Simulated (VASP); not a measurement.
Set up this calculation in VASP 6.6.1, as the native input.

| Quantity | Value |
| --- | --- |
| Task | single point |
| Functional | PBEsol |
| Potentials or basis | VASP PAW PBE potentials, release 64 (Ga_d, Sb) |
| Cutoff | 400 eV |
| k mesh | 1 × 1 × 1, shifted |
| Occupations | fermi-dirac, width 0.0827 eV |
| Spin | no spin polarisation |
| Dipole correction | no |
| Further INCAR settings | LREAL = Auto; ALGO = Normal; EDIFF = 1e-06; NBANDS = 126; ISYM = -1 |

The structure of GaSb lies in POSCAR:

```
GaSb
1.0
    9.2437400000      0.0683250000     -0.2718080000
    0.0683250000      8.9619300000     -0.2181150000
   -0.2718080000     -0.2181150000      8.6095790000
Ga Sb
12 12
Direct
    0.1647839657      0.1906578009      0.5062317131
    0.4057794203      0.3464750743      0.9382997129
    0.5860805240      0.2816737476      0.3560982070
    0.6115434788      0.7079330438      0.3723269426
    0.7824000300      0.1251522997      0.6258516452
    0.9874409170      0.9330159752      0.9153829845
    0.9626626009      0.0630650665      0.2483764692
    0.6886302468      0.8827976617      0.0667423601
    0.8691670089      0.3120536363      0.3858087748
    0.9460295939      0.3227023258      0.7121432569
    0.4249475012      0.5067024336      0.4692674905
    0.9509929309      0.6288249772      0.7483255159
    0.5629607293      0.5989029316      0.7746300885
    0.5684764446      0.9272738063      0.7722857031
    0.0941357188      0.4548227484      0.3744513530
    0.2516455871      0.8109596716      0.4776172856
    0.7834200367      0.2319094908      1.0145372697
    0.1100015720      0.4071930313      0.0113440176
    0.6117687108      0.4672455133      0.1186331974
    0.3075052840      0.0810314828      0.0405005376
    0.4753932743      0.2386168048      0.6516486578
    0.2597754833      0.6804577066      0.8361575040
    0.9715042036      0.7647387958      0.2478994173
    0.4504157455      0.9771630625      0.3114761505
```

One way to write it, as run:

INCAR

```
SYSTEM = GaSb
PREC = Accurate
ENCUT = 400
EDIFF = 1E-6
ISMEAR = -1
SIGMA = 0.0827
LREAL = Auto
LASPH = .TRUE.
NELM = 120
ALGO = Normal
ISIF = 2
LWAVE = .FALSE.
LCHARG = .TRUE.
GGA = PS
LELF = .TRUE.
LVHAR = .TRUE.
NBANDS = 126
ISYM = -1
GGA_COMPAT = .FALSE.
```

KPOINTS

```
explicit points
1
Reciprocal
  0.25000000   0.25000000   0.25000000 1
```

Potentials or basis: VASP PAW PBE potentials, release 64 (Ga_d, Sb).

Launch:

```console
$ cat potpaw_PBE.64/Ga_d/POTCAR potpaw_PBE.64/Sb/POTCAR > POTCAR
$ mpirun -np 1 vasp_std > vasp.out
```

It gave:

```
Pressure      : -2.6 GPa
Largest force : 2.020 eV/Å
```

Caveat: the atoms stand as in a frame of molecular dynamics; the PAW data sets were made with another functional, which shifts forces and pressure a little.

Wall time 88 s on 1 thread of AMD EPYC 9R45 96-Core Processor (Zen 5), on a shared host, peak memory 0.41 GiB.
